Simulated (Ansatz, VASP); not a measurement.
# InO in VASP and in Ansatz

```
In O
1.0
     3.55095    0.00000    0.00000
    -1.77547    3.07521    0.00000
     0.00000    0.00000   15.01861
In O
2 2
Direct
  0.66667 0.33333 0.59002
  0.66667 0.33333 0.40998
  0.00000 0.00000 0.63987
  0.00000 0.00000 0.36013
```

Alike in both runs: task single point; functional PBE; k mesh 12 × 12 × 4; occupations gaussian, width 0.03 eV; no spin polarisation.

|  | VASP | Ansatz |
| --- | --- | --- |
| version | VASP 6.6.1 | Ansatz 0.2.0 |
| potentials or method | VASP PAW PBE potentials, release 64 (In_d, O), cutoff 520 eV | scalar-relativistic, plane waves, PAW |
| valence electrons in the cell | 38 | 38 |

```tsv
	VASP	Ansatz	Ansatz less VASP
gap on the k mesh at the Fermi level (eV)	0.43	0.44	+0.016
least direct gap on the mesh (eV)	0.96	0.97	+0.010
rms of the force components (eV/Å)	0.413	0.426	+0.0132
```

Atom by atom the forces differ by 0.017 eV/Å (rms over components). With one functional, cell and mesh, what is left measures potentials, basis and numerics.
